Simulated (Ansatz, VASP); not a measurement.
**Two plane-wave programs on Rh**

INCAR

```
ALGO     = Fast           # electronic algorithm
EDIFF    = 1E-6           # SCF threshold, eV
ENCUT    = 520            # plane-wave cutoff, eV
GGA      = PS             # functional
ISIF     = 2              # what is computed and relaxed
ISMEAR   = 0              # smearing method
LASPH    = True           # aspherical terms in the spheres
LCHARG   = True           # write CHGCAR
LELF     = True           # ELF
LREAL    = False          # projectors in reciprocal space
LVHAR    = True         
LWAVE    = False          # write WAVECAR
NBANDS   = 14             # bands
NELM     = 80             # most SCF steps
PREC     = Accurate       # precision mode
SIGMA    = 0.15           # smearing width, eV
```

Contents of KPOINTS:

```
k-points
0
Gamma
  22 22 22
```

POSCAR

```
Rh
1.0
    0.0000000000      1.8825345000      1.9015500000
    1.9015500000      0.0000000000      1.9015500000
    1.9015500000      1.8825345000      0.0000000000
Rh
1
Direct
    0.0000000000      0.0000000000      0.0000000000
```

Input for Ansatz:

```yaml
crystal:
  lattice:
    - [0.0, 1.8825345, 1.90155]
    - [1.90155, 0.0, 1.90155]
    - [1.90155, 1.8825345, 0.0]
  atoms:
    - { symbol: Rh, position: [0.0, 0.0, 0.0] }
basis:
  ecutwfc: 420
kpoints:
  mp_grid: { grid: [22, 22, 22] }
hamiltonian:
  xc: pbesol
scf:
  occupations: { method: gaussian, width: 0.15 }
output:
  forces: true
  stress: true
  eigenvalues: true
```

Change from the starting cell: strain -0.0100 x Voigt [0, 1, 0, 0, 0, 0], atoms carried along.

Alike in both runs: task single point; functional PBEsol; k mesh 22 × 22 × 22; occupations gaussian, width 0.15 eV; no spin polarisation.

|  | VASP | Ansatz |
| --- | --- | --- |
| version | VASP 6.6.1 | Ansatz 0.2.0 |
| potentials or method | VASP PAW PBE potentials, release 64 (Rh_pv), cutoff 520 eV | scalar-relativistic, plane waves, PAW |
| valence electrons in the cell | 15 | 17 |

|  | VASP | Ansatz | Ansatz less VASP |
| --- | --- | --- | --- |
| gap on the k mesh at the Fermi level (eV) | none | none | - |
| pressure (GPa) | -2.3 | -2.3 | +0.03 |
| traceless stress, the component that is largest in VASP (GPa) | 1.69 | 1.69 | +0.005 |

VASP's potentials were made for PBE, not for PBEsol. A gap of «none» marks a metal or a gap that the smearing closes. VASP's potentials hold 15 valence electrons a cell and Ansatz's 17, so a difference there can come from the potentials and not from the codes.
